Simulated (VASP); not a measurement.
# AlNi3 (Fm-3m) in VASP: further runs, part 2 of 2

VASP 6.6.1. Earlier steps stand in the parts before.

## (3) Single point, LDA, collinear spin, ferromagnetic start (11.24 Å³/atom)

Input file INCAR:

```
SYSTEM = AlNi3
ALGO     = Normal         ! electronic algorithm
EDIFF    = 1E-7           ! SCF threshold, eV
ENCUT    = 520            ! plane-wave cutoff, eV
ISIF     = 2              ! what is computed and relaxed
ISMEAR   = 0              ! smearing method
ISPIN    = 2              ! spin polarisation
LASPH    = .TRUE.         ! aspherical terms in the spheres
LCHARG   = .FALSE.        ! write CHGCAR
LMAXMIX  = 4              ! l up to which the mixer works
LORBIT   = 11             ! projections on sites
LREAL    = .FALSE.        ! projectors in reciprocal space
LWAVE    = .FALSE.        ! write WAVECAR
MAGMOM   = 0 0.875 0.875 0.875 ! initial moments
NBANDS   = 28             ! bands
NELM     = 150            ! most SCF steps
NUPDOWN  = 2.625          ! fixed moment
PREC     = Accurate       ! precision mode
SIGMA    = 0.15           ! smearing width, eV
```

Input file KPOINTS:

```
k-points
0
G
  14 14 14
  0 0 0
```

Input file POSCAR:

```
AlNi3
1.0
    0.0000000000      2.8220202481      2.8220202481
    2.8220202481      0.0000000000      2.8220202481
    2.8220202481      2.8220202481      0.0000000000
Al Ni
1 3
Direct
    0.5000000000      0.5000000000      0.5000000000
    0.2500000000      0.2500000000      0.2500000000
    0.0000000000      0.0000000000      0.0000000000
    0.7500000000      0.7500000000      0.7500000000
```

Potentials or basis: VASP PAW LDA potentials, release 64 (Al, Ni).

On the command line:

```console
$ cat potpaw_LDA.64/Al/POTCAR potpaw_LDA.64/Ni/POTCAR > POTCAR
$ mpirun -np 1 vasp_std > vasp.out
```

OUTCAR:

```text
SYSTEM = AlNi3
   EDIFF = 1E-7
   ENCUT = 520
   ISIF = 2
   ISMEAR = 0
   ISPIN = 2
   LASPH = .TRUE.
   LORBIT = 11
   LREAL = .FALSE.
   NELM = 150
   NUPDOWN = 2.625
   PREC = Accurate

 ion  position               nearest neighbor table
   1  0.500  0.500  0.500-   2 2.44   2 2.44   2 2.44   2 2.44   4 2.44   4 2.44   4 2.44   4 2.44
                             3 2.82   3 2.82   3 2.82   3 2.82   3 2.82   3 2.82
   2  0.250  0.250  0.250-   3 2.44   3 2.44   3 2.44   1 2.44   3 2.44   1 2.44   1 2.44   1 2.44
                             4 2.82   4 2.82   4 2.82   4 2.82   4 2.82   4 2.82
   3  0.000  0.000  0.000-   4 2.44   4 2.44   4 2.44   2 2.44   4 2.44   2 2.44   2 2.44   2 2.44
                             1 2.82   1 2.82   1 2.82   1 2.82   1 2.82   1 2.82
   4  0.750  0.750  0.750-   1 2.44   1 2.44   1 2.44   1 2.44   3 2.44   3 2.44   3 2.44   3 2.44
                             2 2.82   2 2.82   2 2.82   2 2.82   2 2.82   2 2.82

  LATTYP: Found a face centered cubic cell.
 ALAT       =     5.6440404962

  Lattice vectors:

 A1 = (   0.0000000000,   2.8220202481,   2.8220202481)
 A2 = (   2.8220202481,   0.0000000000,   2.8220202481)
 A3 = (   2.8220202481,   2.8220202481,   0.0000000000)

Analysis of symmetry for initial positions (statically):
=====================================================================
 Subroutine PRICEL returns:
 Original cell was already a primitive cell.

 Routine SETGRP: Setting up the symmetry group for a
 face centered cubic supercell.

 Subroutine GETGRP returns: Found 48 space group operations
 (whereof 48 operations were pure point group operations)
 out of a pool of 48 trial point group operations.

The static configuration has the point symmetry O_h .

Analysis of symmetry for dynamics (positions and initial velocities):
=====================================================================
 Subroutine PRICEL returns:
 Original cell was already a primitive cell.

 Routine SETGRP: Setting up the symmetry group for a
 face centered cubic supercell.

 Subroutine GETGRP returns: Found 48 space group operations
 (whereof 48 operations were pure point group operations)
 out of a pool of 48 trial point group operations.

The dynamic configuration has the point symmetry O_h .

Analysis of structural, dynamic, and magnetic symmetry:
=====================================================================
 Subroutine PRICEL returns:
 Original cell was already a primitive cell.

 Routine SETGRP: Setting up the symmetry group for a
 face centered cubic supercell.

 Subroutine GETGRP returns: Found 48 space group operations
 (whereof 48 operations were pure point group operations)
 out of a pool of 48 trial point group operations.

The overall configuration has the point symmetry O_h .

 Subroutine INISYM returns: Found 48 space group operations
 (whereof 48 operations are pure point group operations),
 and found     1 'primitive' translations

----------------------------------------------------------------------------------------

                                     Primitive cell

  volume of cell :      44.9480

  direct lattice vectors                    reciprocal lattice vectors
     0.000000000  2.822020248  2.822020248    -0.177178034  0.177178034  0.177178034
     2.822020248  0.000000000  2.822020248     0.177178034 -0.177178034  0.177178034
     2.822020248  2.822020248  0.000000000     0.177178034  0.177178034 -0.177178034

  length of vectors
     3.990939308  3.990939308  3.990939308     0.306881357  0.306881357  0.306881357

  position of ions in fractional coordinates (direct lattice)
     0.500000000  0.500000000  0.500000000
[... 89 lines left out ...]
   ISYM   =      2    0-nonsym 1-usesym 2-fastsym
   POTIM  = 0.5000    time-step for ionic-motion
   TEBEG  =    0.0;   TEEND  =   0.0 temperature during run
   PSTRESS=    0.0 pullay stress
   NELECT =      33.0000    total number of electrons
   NUPDOWN=       2.6250    fix difference up-down
   EMIN   =  10.00;   EMAX   =-10.00  energy-range for DOS
   EFERMI =   0.00;   METHOD = LEGACY
   ISMEAR =     0;   SIGMA  =   0.15  broadening in eV -4-tet -1-fermi 0-gaus
   EFERMI_NEDOS =   21; number of points for ismear=-14 and -15
   IALGO  =     38    algorithm
   IMIX   =      4    mixing-type and parameters
     AMIX     =   0.40;   BMIX     =  1.00
     AMIX_MAG =   1.60;   BMIX_MAG =  1.00
  volume/ion in A,a.u.               =      11.24        75.83
  Fermi-wavevector in a.u.,A,eV,Ry     =   1.476871  2.790882 29.676336  2.181149
  Thomas-Fermi vector in A             =   2.591345
   LORBIT       =     11    0 simple, 1 ext, 2 COOP (PROOUT), +10 PAW based schemes
   GGA     = CA    functional components
   LHFCALC =     F    Hartree Fock is set to
   AEXX    =    0.0000 exact exchange contribution
   IVDW    =     0    specifies the selected vdW correction
   LEPSILON=     F    determine dielectric tensor
   LRPA    =     F    only Hartree local field effects (RPA)
 spin polarized calculation
 Gauss-broadening in eV      SIGMA  =   0.15
  energy-cutoff  :      520.00
  volume of cell :       44.95
 maximum number of plane-waves:      1243
 NGX is ok and might be reduce to    30
   NGX = 15   NGY = 15   NGZ = 15

 number of electron      32.9999997 magnetization       2.6250000

 Free energy of the ion-electron system (eV)
  ---------------------------------------------------
  ext. energy  EPLUGINS =         0.00000000
  ---------------------------------------------------
  free energy    TOTEN  =       -24.71736366 eV

  energy without entropy =      -24.63119691  energy(sigma->0) =      -24.67428029

 E-fermi :   9.0454     XC(G=0): -13.0192

 val. band max:       10.4785589101   @ k =  -0.2143   0.2143   0.0714
 cond. band min:       9.0466428383   @ k =   0.1429   0.1429   0.0000
 fundamental gap:     -1.4319160718
 Fermi energy:        10.4793803459

 spin component 1

 k-point     1 :       0.0000    0.0000    0.0000
  band No.  band energies     occupation
      1      -0.7072      1.00000
      2       5.3971      1.00000
      3       5.3971      1.00000
      4       5.6157      1.00000
      5       5.6157      1.00000
      6       5.6157      1.00000
[... 733 lines left out ...]
     27      22.9588      0.00000
     28      23.0523      0.00000

 [... further k-points ...]

 spin component 2

 k-point     1 :       0.0000    0.0000    0.0000
  band No.  band energies     occupation
      1      -0.5145      1.00000
      2       5.9829      1.00000
      3       5.9829      1.00000
      4       6.1086      1.00000
      5       6.1086      1.00000
      6       6.1086      1.00000
[... 733 lines left out ...]
     27      23.2433      0.00000
     28      23.3269      0.00000

 [... further k-points ...]

------------------------ aborting loop because EDIFF is reached ----------------------------------------

  FORCE on cell =-STRESS in cart. coord.  units (eV):
  Direction    XX          YY          ZZ          XY          YZ          ZX
  --------------------------------------------------------------------------------------
  -------------------------------------------------------------------------------------
  Total       -1.6137071     -1.6137071     -1.6137071     -0.0000000      0.0000000      0.0000000
  in kB      -57.5208010    -57.5208010    -57.5208010     -0.0000000      0.0000000      0.0000000
  external PRESSURE =     -57.5208010 kB  Pullay stress =       0.0000000 kB

 VOLUME and BASIS-vectors are now :
 -----------------------------------------------------------------------------
  energy-cutoff  :      520.00
  volume of cell :       44.95
      direct lattice vectors                 reciprocal lattice vectors
     0.000000000  2.822020248  2.822020248    -0.177178034  0.177178034  0.177178034
     2.822020248  0.000000000  2.822020248     0.177178034 -0.177178034  0.177178034
     2.822020248  2.822020248  0.000000000     0.177178034  0.177178034 -0.177178034

 POSITION                                       TOTAL-FORCE (eV/Angst)
 -----------------------------------------------------------------------------------
      2.82202      2.82202      2.82202         0.000000     -0.000000      0.000000
      1.41101      1.41101      1.41101         0.000000      0.000000      0.000000
      0.00000      0.00000      0.00000         0.000000     -0.000000      0.000000
      4.23303      4.23303      4.23303        -0.000000     -0.000000     -0.000000
 -----------------------------------------------------------------------------------
    total drift:                                0.000000     -0.000000      0.000000

  FREE ENERGIE OF THE ION-ELECTRON SYSTEM (eV)
  ---------------------------------------------------
  free  energy   TOTEN  =       -24.7173636604 eV

  energy  without entropy=      -24.6311969110  energy(sigma->0) =      -24.67428029

 total charge

# of ion       s       p       d       tot
------------------------------------------
    1        0.407   0.423   0.000   0.830
    2        0.497   0.539   8.380   9.416
    3        0.496   0.532   8.316   9.343
    4        0.497   0.539   8.380   9.416
--------------------------------------------------
tot          1.896   2.032  25.076  29.005

 magnetization (x)

# of ion       s       p       d       tot
------------------------------------------
    1        0.007   0.034   0.000   0.041
    2        0.025   0.048   0.690   0.762
    3        0.013   0.044   0.840   0.898
    4        0.025   0.048   0.690   0.762
--------------------------------------------------
tot          0.069   0.174   2.220   2.463
```

Wall time 5.3 min (1 thread of Intel Xeon Platinum 8259CL at 2.50GHz (Skylake/Cascade Lake), shared host); peak memory 0.28 GiB.

Results:

```yaml
Free_energy: -24.7174 eV
Pressure: -5.8 GPa
Net_moment: 2.62 μB per cell
Site_moments: Al +0.04; Ni +0.76, +0.90 (each value once) μB
Valence_electrons_inside_the_program's_atomic_spheres: Al 0.83; Ni 9.42, 9.34 (each value once)
```

Caveat: the cell stands under tension; the total moment is fixed, so each spin has its own Fermi level and the state may be an excited one.
